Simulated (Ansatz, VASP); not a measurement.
Two plane-wave programs on Mo

```xyz
1
Lattice="-1.5881 1.7461 1.4064 1.5881 -1.7461 1.4064 1.5881 1.7461 -1.4064" Properties=species:S:1:pos:R:3 pbc="T T T"
Mo    0.0000    0.0000    0.0000
```

Change from the starting cell: strain +e along x and -e along y -0.0500, strain +e along z and -e/2 along x and y -0.1100.

Alike in both runs: task single point; functional PBE; k mesh 20 × 20 × 20; occupations gaussian, width 0.15 eV; no spin polarisation.

|  | VASP | Ansatz |
| --- | --- | --- |
| version | VASP 6.6.1 | Ansatz 0.2.0 |
| potentials or method | VASP PAW PBE potentials, release 64 (Mo_sv), cutoff 520 eV | scalar-relativistic, plane waves, PAW |
| valence electrons in the cell | 14 | 14 |

VASP gave:

| Property | Result |
| --- | --- |
| gap on the k mesh at the Fermi level (eV) | none |
| pressure (GPa) | 7.3 |
| traceless stress, the component that is largest in VASP (GPa) | 19.10 |

**Question.** What did Ansatz give for the same quantities?

**Answer.** gap on the k mesh at the Fermi level (eV): none; pressure (GPa): 6.7; traceless stress, the component that is largest in VASP (GPa): 19.05.

A gap of «none» marks a metal or a gap that the smearing closes. With one functional, cell and mesh, what is left measures potentials, basis and numerics.
